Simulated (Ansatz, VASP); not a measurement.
## La2O3: VASP beside Ansatz

```
La O
1.0
     3.93520    0.00000    0.00000
    -1.96760    3.40798    0.00000
     0.00000    0.00000    6.12577
La O
2 3
Direct
  0.66667 0.33333 0.75388
  0.33333 0.66667 0.24612
  0.66667 0.33333 0.35388
  0.33333 0.66667 0.64612
  0.00000 0.00000 0.00000
```

Change from the starting cell: strained cell.

Alike in both runs: task relaxation of the atoms; functional LDA; k mesh 9 × 9 × 4; occupations gaussian, width 0.02 eV; no spin polarisation.

|  | VASP | Ansatz |
| --- | --- | --- |
| version | VASP 6.6.1 | Ansatz 0.2.0 |
| potentials or method | VASP PAW LDA potentials, release 64 (La, O), cutoff 520 eV | scalar-relativistic, plane waves, PAW |
| valence electrons in the cell | 40 | 40 |

```csv
,VASP,Ansatz,Ansatz less VASP
"gap on the k mesh at the Fermi level, each at its own relaxed structure (eV)",3.69,3.70,+0.010
```

Ansatz warns that its potentials were made for another functional, while VASP's fit it. LDA's correlation is that of Perdew and Zunger in VASP and of Perdew and Wang (1992) in Ansatz. Ansatz's warnings: stress scf threshold loose.

Neither program's run includes spin-orbit coupling.
